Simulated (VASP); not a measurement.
# Na (Pm-3m) in VASP: further runs

The runs below take Na through single point, with LDA.

Program: VASP 6.6.1. These are calculated values, not measurements. Logs are shortened: lines on timing, memory, paths and dates and some standing lists are left out, and cuts for length are marked.

### 1 The cell of the first run

It takes space group Pm-3m (No. 221, cubic). The conventional cell has a = 7.023 Å, b = 7.023 Å, c = 7.023 Å, α = 90.00°, β = 90.00°, γ = 90.00°.

### 2 Single point, LDA

Contents of INCAR:

```
PREC = Accurate
ENCUT = 520
EDIFF = 1E-6
ISMEAR = 1
SIGMA = 0.1
LREAL = F
LASPH = T
NELM = 100
ALGO = Normal
ISIF = 2
LWAVE = F
LCHARG = F
GGA = CA
NBANDS = 10
```

Contents of KPOINTS:

```
Automatic mesh
0
Gamma
  5 5 5
```

Contents of POSCAR:

```
Na
1.0
    7.0233400000      0.0000000000      0.0000000000
    0.0000000000      7.0233400000      0.0000000000
    0.0000000000      0.0000000000      7.0233400000
Na
1
Direct
    0.0000000000      0.0000000000      0.0000000000
```

Potentials or basis: VASP PAW LDA potentials, release 64 (Na_pv).

Run with:

```bash
$ cat potpaw_LDA.64/Na_pv/POTCAR > POTCAR
$ mpirun -np 1 vasp_std > vasp.out
```

OUTCAR:

```text
PREC = Accurate
   ENCUT = 520
   EDIFF = 1E-6
   ISMEAR = 1
   LREAL = F
   LASPH = T
   NELM = 100
   ISIF = 2
   GGA = CA

 ion  position               nearest neighbor table
   1  0.000  0.000  0.000-

  LATTYP: Found a simple cubic cell.
 ALAT       =     7.0233400000

  Lattice vectors:

 A1 = (   7.0233400000,   0.0000000000,   0.0000000000)
 A2 = (   0.0000000000,   7.0233400000,   0.0000000000)
 A3 = (   0.0000000000,   0.0000000000,   7.0233400000)

Analysis of symmetry for initial positions (statically):
=====================================================================
 Subroutine PRICEL returns:
 Original cell was already a primitive cell.

 Routine SETGRP: Setting up the symmetry group for a
 simple cubic supercell.

 Subroutine GETGRP returns: Found 48 space group operations
 (whereof 48 operations were pure point group operations)
 out of a pool of 48 trial point group operations.

The static configuration has the point symmetry O_h .

Analysis of symmetry for dynamics (positions and initial velocities):
=====================================================================
 Subroutine PRICEL returns:
 Original cell was already a primitive cell.

 Routine SETGRP: Setting up the symmetry group for a
 simple cubic supercell.

 Subroutine GETGRP returns: Found 48 space group operations
 (whereof 48 operations were pure point group operations)
 out of a pool of 48 trial point group operations.

The dynamic configuration has the point symmetry O_h .

 Subroutine INISYM returns: Found 48 space group operations
 (whereof 48 operations are pure point group operations),
 and found     1 'primitive' translations

----------------------------------------------------------------------------------------

                                     Primitive cell

  volume of cell :     346.4424

  direct lattice vectors                    reciprocal lattice vectors
     7.023340000  0.000000000  0.000000000     0.142382399  0.000000000  0.000000000
     0.000000000  7.023340000  0.000000000     0.000000000  0.142382399  0.000000000
     0.000000000  0.000000000  7.023340000     0.000000000  0.000000000  0.142382399

  length of vectors
     7.023340000  7.023340000  7.023340000     0.142382399  0.142382399  0.142382399

  position of ions in fractional coordinates (direct lattice)
     0.000000000  0.000000000  0.000000000

  ion indices of the primitive-cell ions
[... 63 lines left out ...]
   IBRION =     -1    ionic relax: 0-MD 1-quasi-New 2-CG
   NFREE  =      0    steps in history (QN), initial steepest desc. (CG)
   ISIF   =      2    stress and relaxation
   ISYM   =      2    0-nonsym 1-usesym 2-fastsym
   POTIM  = 0.5000    time-step for ionic-motion
   TEBEG  =    0.0;   TEEND  =   0.0 temperature during run
   PSTRESS=    0.0 pullay stress
   NELECT =       7.0000    total number of electrons
   NUPDOWN=      -1.0000    fix difference up-down
   EMIN   =  10.00;   EMAX   =-10.00  energy-range for DOS
   EFERMI =   0.00;   METHOD = LEGACY
   ISMEAR =     1;   SIGMA  =   0.10  broadening in eV -4-tet -1-fermi 0-gaus
   EFERMI_NEDOS =   21; number of points for ismear=-14 and -15
   IALGO  =     38    algorithm
   IMIX   =      4    mixing-type and parameters
     AMIX     =   0.40;   BMIX     =  1.00
     AMIX_MAG =   1.60;   BMIX_MAG =  1.00
  volume/ion in A,a.u.               =     346.44      2337.91
  Fermi-wavevector in a.u.,A,eV,Ry     =   0.445893  0.842615  2.705116  0.198820
  Thomas-Fermi vector in A             =   1.423866
   LORBIT       =      0    0 simple, 1 ext, 2 COOP (PROOUT), +10 PAW based schemes
   GGA     = CA    functional components
   LHFCALC =     F    Hartree Fock is set to
   AEXX    =    0.0000 exact exchange contribution
   IVDW    =     0    specifies the selected vdW correction
   LEPSILON=     F    determine dielectric tensor
   LRPA    =     F    only Hartree local field effects (RPA)
 non-spin polarized calculation
 Methfessel and Paxton  Order N= 1 SIGMA  =   0.10
  energy-cutoff  :      520.00
  volume of cell :      346.44
 maximum number of plane-waves:      9360
 NGX is ok and might be reduce to    54
   NGX = 27   NGY = 27   NGZ = 27

 number of electron       7.0000015 magnetization

 Free energy of the ion-electron system (eV)
  ---------------------------------------------------
  ext. energy  EPLUGINS =         0.00000000
  ---------------------------------------------------
  free energy    TOTEN  =        -0.16690075 eV

  energy without entropy =       -0.16439993  energy(sigma->0) =       -0.16606714

 E-fermi :  -2.4587     XC(G=0):  -2.5043

 val. band max:       -2.5141112698   @ k =   0.4000   0.2000   0.0000
 cond. band min:      -2.4394826937   @ k =   0.4000   0.2000   0.2000
 fundamental gap:      0.0746285761
 Fermi energy:        -2.4587296047

 k-point     1 :       0.0000    0.0000    0.0000
  band No.  band energies     occupation
      1     -28.6029      2.00000
      2     -28.6029      2.00000
      3     -28.6029      2.00000
      4      -2.8372      2.00000
      5       0.3097      0.00000
      6       0.3097      0.00000
      7       0.3097      0.00000
      8       0.4950      0.00000
      9       1.0551      0.00000
     10       1.0551      0.00000
[... 105 lines left out ...]
 k-point    10 :       0.4000    0.4000    0.4000
  band No.  band energies     occupation
      1     -28.6029      2.00000
      2     -28.6029      2.00000
      3     -28.6029      2.00000
      4      -2.1394     -0.00006
      5      -0.5126     -0.00000
      6      -0.4588     -0.00000
      7      -0.4588     -0.00000
      8       0.7076      0.00000
      9       0.8375      0.00000
     10       0.8375      0.00000

------------------------ aborting loop because EDIFF is reached ----------------------------------------

  FORCE on cell =-STRESS in cart. coord.  units (eV):
  Direction    XX          YY          ZZ          XY          YZ          ZX
  --------------------------------------------------------------------------------------
  -------------------------------------------------------------------------------------
  Total       -0.3058725     -0.3058725     -0.3058725     -0.0000000     -0.0000000      0.0000000
  in kB       -1.4145551     -1.4145551     -1.4145551     -0.0000000     -0.0000000      0.0000000
  external PRESSURE =      -1.4145551 kB  Pullay stress =       0.0000000 kB

 VOLUME and BASIS-vectors are now :
 -----------------------------------------------------------------------------
  energy-cutoff  :      520.00
  volume of cell :      346.44
      direct lattice vectors                 reciprocal lattice vectors
     7.023340000  0.000000000  0.000000000     0.142382399  0.000000000  0.000000000
     0.000000000  7.023340000  0.000000000     0.000000000  0.142382399  0.000000000
     0.000000000  0.000000000  7.023340000     0.000000000  0.000000000  0.142382399

 POSITION                                       TOTAL-FORCE (eV/Angst)
 -----------------------------------------------------------------------------------
      0.00000      0.00000      0.00000         0.000000      0.000000      0.000000
 -----------------------------------------------------------------------------------
    total drift:                                0.000000      0.000000     -0.000000

  FREE ENERGIE OF THE ION-ELECTRON SYSTEM (eV)
  ---------------------------------------------------
  free  energy   TOTEN  =        -0.1669007488 eV

  energy  without entropy=       -0.1643999291  energy(sigma->0) =       -0.16606714
```

OSZICAR:

```text
N       E                     dE             d eps       ncg     rms          rms(c)
DAV:   1     0.929858385244E+01    0.92986E+01   -0.28384E+03   280   0.364E+02
DAV:   2     0.968561525679E-01   -0.92017E+01   -0.91808E+01   206   0.896E+01
DAV:   3    -0.160591423726E+00   -0.25745E+00   -0.25741E+00   226   0.167E+01
DAV:   4    -0.165710998711E+00   -0.51196E-02   -0.51195E-02   222   0.222E+00
DAV:   5    -0.165870780803E+00   -0.15978E-03   -0.15978E-03   232   0.395E-01    0.108E-01
DAV:   6    -0.165992315995E+00   -0.12154E-03   -0.36082E-04   218   0.164E-01    0.820E-02
DAV:   7    -0.165951979788E+00    0.40336E-04   -0.20743E-03   204   0.236E-01    0.195E-02
DAV:   8    -0.166464501592E+00   -0.51252E-03   -0.29033E-04   206   0.153E-01    0.130E-02
DAV:   9    -0.166867453722E+00   -0.40295E-03   -0.43387E-04   212   0.266E-02    0.577E-03
DAV:  10    -0.166886345184E+00   -0.18891E-04   -0.59468E-06   222   0.828E-03    0.360E-03
DAV:  11    -0.166900233418E+00   -0.13888E-04   -0.10877E-05   210   0.118E-02    0.627E-04
DAV:  12    -0.166900748791E+00   -0.51537E-06   -0.33689E-07   230   0.108E-03
   1 F= -.16690075E+00 E0= -.16606714E+00  d E =-.250082E-02
```

stdout:

```text
POSCAR found type information on POSCAR Na
 POSCAR found :  1 types and       1 ions
 scaLAPACK will be used
 LDA part: xc-table for (Slater(with rela. corr.)+CA(PZ))
 , standard interpolation
 POSCAR, INCAR and KPOINTS ok, starting setup
 FFT: planning ... GRIDC
 FFT: planning ... GRID_SOFT
 FFT: planning ... GRID
 WAVECAR not read
 entering main loop
```

Wall time 14 s (1 thread of Intel Xeon 6975P-C (Granite Rapids), shared host); peak memory 0.28 GiB.

What came out:

* Free energy: -0.1669 eV
* Pressure: -0.1 GPa

Levels at points of the mesh, in eV from the Fermi level:
| k point | band 1 | band 2 | band 3 | band 4 | band 5 | band 6 | band 7 | band 8 |
| --- | --- | --- | --- | --- | --- | --- | --- | --- |
| (0.00, 0.00, 0.00) | -26.14 | -26.14 | -26.14 | -0.38 | 2.77 | 2.77 | 2.77 | 2.95 |

### 3 Single point, LDA

Contents of INCAR:

```
PREC = Accurate ; ENCUT = 520
EDIFF = 1E-7 ; ISMEAR = 1
SIGMA = 0.1 ; LREAL = F
LASPH = T ; NELM = 100
ALGO = Normal ; ISIF = 2
LWAVE = F ; LCHARG = F
NBANDS = 10
```

Contents of KPOINTS:

```
regular mesh
0
Gamma
  5 5 5
```

POSCAR is that of step 2.

Potentials or basis: VASP PAW LDA potentials, release 64 (Na_pv).

Run with:

```bash
$ cat potpaw_LDA.64/Na_pv/POTCAR > POTCAR
$ mpirun -np 1 vasp_std > vasp.out
```

It took 14 s on 1 thread of Intel Xeon 6975P-C (Granite Rapids), shared host; peak memory 0.28 GiB.

Results (log left out):

```
Free energy : -0.1669 eV
Pressure    : -0.1 GPa
```

Levels at points of the mesh, in eV from the Fermi level:
| k point | band 2 | band 3 | band 4 | band 5 | band 6 | band 7 |
| --- | --- | --- | --- | --- | --- | --- |
| (0.00, 0.00, 0.00) | -26.14 | -26.14 | -0.38 | 2.77 | 2.77 | 2.77 |
